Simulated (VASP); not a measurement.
MgO:

```
Mg O
1.0
     0.00000    2.03910    2.14409
     2.03910    0.00000    2.14409
     2.03910    2.03910    0.00000
Mg O
1 1
Direct
  0.00000 0.00000 0.00000
  0.50000 0.50000 0.50000
```

This cell differs from its parent crystal: epitaxial xy strain -3.0%.

Base run:

* Program: VASP 6.6.1
* Functional: r2SCAN
* Potentials or basis: VASP PAW PBE potentials, release 64 (Mg, O)
* Cutoff: 520 eV
* k mesh: 10 × 10 × 10
* Occupations: gaussian, width 0.01 eV
* Spin: no spin polarisation

Its results: band gap on the k mesh 6.01 eV, direct; pressure 7.3 GPa.

Question: The run is repeated on the same cell with these changes: functional from r2SCAN to PBE; k mesh from 10 × 10 × 10 to 6 × 6 × 6. What comes out?

Answer: Band gap on the k mesh 5.12 eV, direct; pressure 13.5 GPa.

Several settings changed at once, so the effect can't be laid on one alone.

Caveats: some runs use coarse meshes; the PAW data sets were made with another functional, which shifts forces and pressure a little (some runs).

